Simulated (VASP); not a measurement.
Set up this calculation in VASP 6.6.1, as the native input.

| Property | Result |
| --- | --- |
| Task | single point |
| Functional | PBEsol |
| Dispersion | D4 |
| Potentials or basis | VASP PAW PBE potentials, release 64 (Sn_d, O) |
| Cutoff | 600 eV |
| k mesh | 6 × 6 × 8 |
| Occupations | gaussian, width 0.02 eV |
| Spin | no spin polarisation |
| Dipole correction | no |
| Further INCAR settings | ALGO = Normal; EDIFF = 1e-06; NBANDS = 35 |

The structure of SnO2 lies in POSCAR:

```
SnO2
1.0
    5.0547771024      0.0000000000      0.0000000000
    0.0000000000      5.0562697539      0.0000000000
    0.0000000000      0.0000000000      3.1060606663
Sn O
2 4
Direct
    0.5000000000      0.5000000000      0.5000000000
    0.0000000000      0.0000000000      0.0000000000
    0.3091500906      0.3092160200      0.0000000000
    0.8091500906      0.1907839800      0.5000000000
    0.1908499094      0.8092160200      0.5000000000
    0.6908499094      0.6907839800      0.0000000000
```

One way to write it, as run:

INCAR

```
PREC = Accurate
ENCUT = 600
EDIFF = 1E-6
ISMEAR = 0
SIGMA = 0.02
LREAL = False
LASPH = True
NELM = 120
ALGO = Normal
ISIF = 2
LWAVE = False
LCHARG = False
GGA = PS
IVDW = 13
NBANDS = 35
GGA_COMPAT = False
```

KPOINTS

```
regular mesh
0
Gamma
  6 6 8
```

Potentials or basis: VASP PAW PBE potentials, release 64 (Sn_d, O).

The run is started by

```sh
$ cat potpaw_PBE.64/Sn_d/POTCAR potpaw_PBE.64/O/POTCAR > POTCAR
$ mpirun -np 1 vasp_std > vasp.out
```

It gave:

| Item | Value |
| --- | --- |
| Pressure | -9.9 GPa |
| Largest force | 0.037 eV/Å |
| Band gap on the k mesh | 0.56 eV |
| Dispersion energy per atom | -0.139 eV |

Caveat: the stress differs along the axes, from -14 to -1 GPa; semilocal functionals underestimate gaps, and a narrow one can read as zero; the PAW data sets were made with another functional, which shifts forces and pressure a little; spin-orbit coupling is left out, which moves the levels of the heavy elements.

Run time: 2.7 min on 1 thread of Oxide Virtual Turin-like Processor (shared host), peak memory 0.32 GiB.
